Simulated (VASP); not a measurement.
Write the native input for VASP 6.6.1 that does the following.

| Property | Result |
| --- | --- |
| Task | single point |
| Functional | LDA |
| Potentials or basis | VASP PAW LDA potentials, release 64 (Y_sv, Se) |
| Cutoff | 500 eV |
| k mesh | 6 × 6 × 6 |
| Occupations | fermi-dirac, width 0.15 eV |
| Spin | no spin polarisation |
| Dipole correction | no |
| Further INCAR settings | ALGO = Normal; EDIFF = 1e-06; NBANDS = 16 |

The structure of YSe lies in POSCAR:

```
YSe
1.0
    0.0000000000      2.8515000000      2.8515000000
    2.8515000000      0.0000000000      2.8515000000
    2.8515000000      2.8515000000      0.0000000000
Y Se
1 1
Direct
    0.5000000000      0.5000000000      0.5000000000
    0.0000000000      0.0000000000      0.0000000000
```

The input as run:

INCAR

```
PREC = Accurate
ENCUT = 500
EDIFF = 1E-6
ISMEAR = -1
SIGMA = 0.15
LREAL = F
LASPH = T
NELM = 120
ALGO = Normal
ISIF = 2
LWAVE = F
LCHARG = F
NBANDS = 16
GGA_COMPAT = F
```

KPOINTS

```
Automatic mesh
0
Gamma
  6 6 6
```

Potentials or basis: VASP PAW LDA potentials, release 64 (Y_sv, Se).

The run is started by

```console
$ cat potpaw_LDA.64/Y_sv/POTCAR potpaw_LDA.64/Se/POTCAR > POTCAR
$ mpirun -np 1 vasp_std > vasp.out
```

It gave:

```yaml
Pressure: -2.6 GPa
Band_gap_on_the_k_mesh: zero (an odd number of electrons rules out a gap without spin polarisation)
```

Run time: 12 s on 1 thread of AMD EPYC 7R43 64-Core Processor (Zen 3), with other jobs on the host, peak memory 0.13 GiB.
